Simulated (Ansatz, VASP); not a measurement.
# Two plane-wave programs on Li2Se

```
CELL_PARAMETERS angstrom
0.00000 3.00250 3.00250
3.00250 0.00000 3.00250
3.00250 3.00250 0.00000
ATOMIC_POSITIONS crystal
Li 0.25000 0.25000 0.25000
Li 0.75000 0.75000 0.75000
Se 0.00000 0.00000 0.00000
```

Alike in both runs: task single point; functional PBE; k mesh 6 × 6 × 6; occupations gaussian, width 0.1 eV; no spin polarisation.

|  | VASP | Ansatz |
| --- | --- | --- |
| version | VASP 6.6.1 | Ansatz 0.2.0 |
| potentials or method | VASP PAW PBE potentials, release 64 (Li_sv, Se), cutoff 750 eV | scalar-relativistic, plane waves, PAW |
| valence electrons in the cell | 12 | 22 |

|  | VASP | Ansatz | Ansatz less VASP |
| --- | --- | --- | --- |
| gap on the k mesh at the Fermi level (eV) | 2.97 | 2.98 | +0.006 |
| least direct gap on the mesh (eV) | 3.38 | 3.38 | -0.003 |
| pressure (GPa) | 0.0 | 0.0 | +0.06 |

The functional is the same, so the differences come from potentials, cutoffs and numerics. VASP's potentials hold 12 valence electrons a cell and Ansatz's 22, so a difference there can come from the potentials and not from the codes.
